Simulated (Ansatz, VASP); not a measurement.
**One calculation of LiCl, two programs**

INCAR

```
SYSTEM = LiCl
ALGO     = Normal         ! electronic algorithm
EDIFF    = 1E-6           ! SCF threshold, eV
ENCUT    = 750            ! plane-wave cutoff, eV
GGA_COMPAT= .FALSE.      
ISIF     = 2              ! what is computed and relaxed
ISMEAR   = 0              ! smearing method
LASPH    = .TRUE.         ! aspherical terms in the spheres
LCHARG   = .TRUE.         ! write CHGCAR
LELF     = .TRUE.         ! ELF
LREAL    = .FALSE.        ! projectors in reciprocal space
LVHAR    = .TRUE.       
LWAVE    = .FALSE.        ! write WAVECAR
NBANDS   = 12             ! bands
NELM     = 120            ! most SCF steps
PREC     = Accurate       ! precision mode
SIGMA    = 0.01           ! smearing width, eV
```

KPOINTS

```
k-points
0
G
  6 6 6
  0 0 0
```

POSCAR

```
LiCl
1.0
    0.0000000000      2.5647700000      2.5647700000
    2.5647700000      0.0000000000      2.5647700000
    2.5647700000      2.5647700000      0.0000000000
Li Cl
1 1
Direct
    0.0000000000      0.0000000000      0.0000000000
    0.5000000000      0.5000000000      0.5000000000
```

Input for Ansatz:

```yaml
crystal:
  lattice:
    - [0.0, 2.56477, 2.56477]
    - [2.56477, 0.0, 2.56477]
    - [2.56477, 2.56477, 0.0]
  atoms:
    - { symbol: Li, position: [0.0, 0.0, 0.0] }
    - { symbol: Cl, position: [0.5, 0.5, 0.5] }
basis:
  ecutwfc: 510.0
kpoints:
  mp_grid:
    grid: [6, 6, 6]
hamiltonian:
  xc: lda
scf:
  convergence:
    dr2_threshold: 1.0e-09
  occupations:
    method: fixed
output:
  stress: true
```

Alike in both runs: task single point; functional LDA; k mesh 6 × 6 × 6; no spin polarisation.

```csv
,VASP,Ansatz
version,VASP 6.6.1,Ansatz 0.2.0
potentials or method,"VASP PAW LDA potentials, release 64 (Li_sv, Cl), cutoff 750 eV","plane waves, PAW"
occupations,"gaussian, width 0.01 eV",fixed
valence electrons in the cell,10,10
```

```tsv
	VASP	Ansatz	Ansatz less VASP
pressure (GPa)	-3.3	-3.2	+0.06
```

LDA's correlation is that of Perdew and Zunger in VASP and of Perdew and Wang (1992) in Ansatz. Ansatz's warnings: stress scf threshold loose.
